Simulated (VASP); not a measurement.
Crystal: C.

```
C
1.0
     0.00000    1.78012    1.78012
     1.78012    0.00000    1.78012
     1.78012    1.78012    0.00000
C
2
Direct
  0.00000 0.00000 0.00000
  0.25000 0.25000 0.25000
```

Base run:

- Program: VASP 6.6.1
- Functional: PBE
- Dispersion: D3(BJ)
- Potentials or basis: VASP PAW PBE potentials, release 64 (C)
- Cutoff: 600 eV
- k mesh: 8 × 8 × 8
- Occupations: gaussian, width 0.01 eV
- Spin: no spin polarisation

Its results: band gap on the k mesh 4.14 eV, indirect (least direct gap 5.61 eV); pressure -1.2 GPa.

Q: The run is repeated on the same cell with these changes: dispersion from D3(BJ) to none; occupations from gaussian, width 0.01 eV to gaussian, width 0.2 eV. What comes out?

A: Band gap on the k mesh 4.14 eV, indirect (least direct gap 5.61 eV); pressure 4.2 GPa.

A k mesh can miss the band edges.
